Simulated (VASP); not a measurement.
Wanted: the native input for a VASP 6.6.1 run.

```
Task                   : single point
Functional             : PBEsol
Potentials or basis    : VASP PAW PBE potentials, release 64 (Mg)
Cutoff                 : 600 eV
k mesh                 : 18 × 18 × 8
Occupations            : gaussian, width 0.1 eV
Spin                   : no spin polarisation
Dipole correction      : no
Further INCAR settings : ALGO = Normal; EDIFF = 1e-06; NBANDS = 9
```

The structure of Mg lies in POSCAR:

```
Mg
1.0
    3.1891797503      0.0000000000      0.0000000000
   -1.5945898751      2.7619106810      0.0000000000
    0.0000000000      0.0000000000      5.1096257985
Mg
2
Direct
    0.3333333333      0.6666666667      0.2500000000
    0.6666666667      0.3333333333      0.7500000000
```

These files were run (other wordings do the same):

INCAR

```
SYSTEM = Mg
  ALGO = Normal
  EDIFF = 1E-6
  ENCUT = 600
  GGA = PS
  GGA_COMPAT = .FALSE.
  ISIF = 2
  ISMEAR = 0
  LASPH = .TRUE.
  LCHARG = .TRUE.
  LELF = .TRUE.
  LREAL = .FALSE.
  LVHAR = .TRUE.
  LWAVE = .FALSE.
  NBANDS = 9
  NELM = 120
  PREC = Accurate
  SIGMA = 0.1
```

KPOINTS

```
k-points
0
G
  18 18 8
  0 0 0
```

Potentials or basis: VASP PAW PBE potentials, release 64 (Mg).

The run is started by

```bash
$ cat potpaw_PBE.64/Mg/POTCAR > POTCAR
$ mpirun -np 1 vasp_std > vasp.out
```

Results of the run:

```
Pressure               : -0.1 GPa
Band gap on the k mesh : zero (bands 2 and 3 overlap by 2.14 eV)
```

Caveat: the PAW data sets were made with another functional, which shifts forces and pressure a little.

It took 110 s on 1 thread of Intel Xeon 8259CL (shared host), peak memory 0.24 GiB.
